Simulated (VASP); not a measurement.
**Si13C12: single point with PBE**

Si13C12, a slab with vacuum:

```xyz
25
Lattice="6.1935 0.0000 0.0000 -3.0967 5.3637 0.0000 0.0000 0.0000 21.1136" Properties=species:S:1:pos:R:3 pbc="T T T"
C     0.0000    0.0000    4.0000
C    -1.5484    2.6819    4.0000
C     3.0967    0.0000    4.0000
C     1.5484    2.6819    4.0000
C     0.0000    1.7879    6.5285
C    -1.5484    4.4698    6.5285
C     3.0967    1.7879    6.5285
C     1.5484    4.4698    6.5285
C     1.5484    0.8940    9.0950
C     0.0000    3.5758    9.0950
C     4.6451    0.8940    9.0950
C     3.0967    3.5758    9.0950
Si    0.0000    1.7879    4.6321
Si   -1.5484    4.4698    4.6321
Si    3.0967    1.7879    4.6321
Si    1.5484    4.4698    4.6321
Si    1.5484    0.8940    7.1126
Si    0.0000    3.5758    7.1126
Si    4.6451    0.8940    7.1126
Si    3.0967    3.5758    7.1126
Si    0.0000    0.0000    9.6136
Si   -1.5484    2.6819    9.6136
Si    3.0967    0.0000    9.6136
Si    1.5484    2.6819    9.6136
Si    1.5484    0.8940   11.2936
```

```yaml
Program: VASP 6.6.1
Task: single point
Functional: PBE
Potentials_or_basis: VASP PAW PBE potentials, release 64 (C, Si)
Cutoff: 520 eV
k_mesh: 6 × 6 × 1
Occupations: gaussian, width 0.05 eV
Spin: collinear spin
Starting_moments: "[0.0, 0.0, 0.0, 0.0, 0.0, 0.0, 0.0, 0.0, 0.0, 0.0, 0.0, 0.0, 0.0, 0.0, 0.0, 0.0, 0.0, 0.0, 0.0, 0.0, 0.0, 0.0, 0.0, 0.0, 2.0] μB"
Dipole_correction: yes
Further_INCAR_settings: LREAL = Auto; ALGO = Normal; EDIFF = 1e-06; NBANDS = 72
```

The largest force is 3.494 eV/Å, the band gap on the k mesh is zero (filled and empty bands overlap) and the net moment is 4.00 μB per cell. The site moments are C +0.35, +0.33, +0.04, +0.07, +0.00, +0.02 (each value once); Si -0.01, +0.00, +0.01, +0.18 (each value once) μB and the valence electrons inside the program's atomic spheres are C 2.39, 2.54, 2.51 (each value once); Si 1.67, 1.64, 1.65, 1.68, 1.69, 1.59 (each value once).

Forces in eV/Å, atoms in the order of the input:
```
C   -0.025 -0.014  2.651
C    0.000  0.000  2.631
C    0.025 -0.014  2.651
C    0.000  0.029  2.651
C    0.098 -0.057  0.890
C    0.000  0.113  0.890
C   -0.098 -0.057  0.890
C    0.000  0.000  0.520
C    0.000  0.000 -2.534
C    0.020  0.011 -0.670
C    0.000 -0.023 -0.670
C   -0.020  0.011 -0.670
Si  -0.019  0.011 -3.494
Si   0.000 -0.022 -3.494
Si   0.019  0.011 -3.494
Si   0.000  0.000 -3.464
Si   0.000  0.000 -0.004
Si  -0.014 -0.008  0.381
Si   0.000  0.017  0.381
Si   0.014 -0.008  0.381
Si  -0.212 -0.122  0.958
Si   0.000  0.000  0.894
Si   0.212 -0.122  0.958
Si   0.000  0.244  0.958
Si   0.000  0.000 -0.188
```

Levels at points of the mesh, in eV from the Fermi level:
Spin up:
```csv
k point,band 49,band 50,band 51,band 52,band 53,band 54,band 55,band 56
"(0.00, 0.00, 0.00)",-1.13,-0.75,-0.40,-0.40,0.60,0.79,0.79,0.88
"(0.50, 0.00, 0.00)",-1.15,-1.05,-0.99,-0.47,0.42,1.86,2.09,2.17
```
Spin down:
```tsv
k point	band 44	band 45	band 46	band 47	band 48	band 49	band 50	band 51	band 52	band 53
(0.00, 0.00, 0.00)	-1.60	-1.60	-0.60	-0.20	-0.03	-0.03	0.28	0.33	0.33	0.84
(0.50, 0.00, 0.00)	-2.14	-1.82	-0.92	-0.92	0.03	0.14	0.25	0.55	0.57	0.60
```

It took 63 min on 1 thread of Oxide Virtual Turin-like Processor (shared host), peak memory 1.2 GiB.
